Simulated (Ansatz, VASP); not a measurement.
**Co in VASP and in Ansatz**

INCAR

```
AGGAC    = 1.0          
AGGAX    = 1.0          
ALDAC    = 0.0          
ALDAX    = 1.0          
ALGO     = Normal         # electronic algorithm
EDIFF    = 1E-7           # SCF threshold, eV
ENCUT    = 520            # plane-wave cutoff, eV
GGA      = B5             # functional
ISIF     = 2              # what is computed and relaxed
ISMEAR   = -1             # smearing method
LASPH    = True           # aspherical terms in the spheres
LCHARG   = False          # write CHGCAR
LREAL    = False          # projectors in reciprocal space
LWAVE    = False          # write WAVECAR
NBANDS   = 16             # bands
NELM     = 100            # most SCF steps
PREC     = Accurate       # precision mode
SIGMA    = 0.1            # smearing width, eV
```

KPOINTS

```
k-points
0
Gamma
  16 16 11
```

Contents of POSCAR:

```
Co
1.0
   -2.1253695983      2.1253865037      1.2095840171
    2.1253865037     -2.1253695983      1.2095840171
    2.1262636105      2.1262636105     -1.2095530549
Co
2
Direct
    0.0000023959      0.9999976041      1.0000000000
    0.7499976041      0.2500023959      0.5000000000
```

Input for Ansatz:

```yaml
crystal:
  lattice:
    - [-2.1253695983, 2.1253865037, 1.2095840171]
    - [2.1253865037, -2.1253695983, 1.2095840171]
    - [2.1262636105, 2.1262636105, -1.2095530549]
  atoms:
    - { symbol: Co, position: [2.3959e-06, 0.9999976041, 1.0] }
    - { symbol: Co, position: [0.7499976041, 0.2500023959, 0.5] }
hamiltonian:
  xc: blyp
  pseudopotentials:
    kind: paw
    azcp:
      Co: "pseudopotentials/Co.paw.azcp"
basis:
  ecutwfc: 420
  fft_grid_basis: typed
kpoints:
  mp_grid: { grid: [16, 16, 11], shift: [0, 0, 0] }
magnetization:
  spin_polarized: false
scf:
  occupations: { method: fermi_dirac, width: 0.1 }
  lower_state_search: "off"
output:
  stress: true
```

Alike in both runs: task single point; functional BLYP; k mesh 16 × 16 × 11; occupations fermi-dirac, width 0.1 eV; no spin polarisation.

```csv
,VASP,Ansatz
version,VASP 6.6.1,Ansatz 0.2.0
potentials or method,"VASP PAW PBE potentials, release 64 (Co), cutoff 520 eV","plane waves (420 eV) with PAW, scalar-relativistic"
valence electrons in the cell,18,34
```

VASP gave:

| Property | Result |
| --- | --- |
| pressure (GPa) | 17.5 |
| traceless stress, the component that is largest in VASP (GPa) | -1.09 |

Task: Estimate Ansatz's values.

Result: Pressure (GPa): 18.2; traceless stress, the component that is largest in VASP (GPa): -1.27.

VASP's potentials were made for PBE, not for BLYP. VASP's potentials hold 18 valence electrons a cell and Ansatz's 34, so a difference there can come from the potentials and not from the codes. Ansatz's warnings: near symmetry operations not taken.
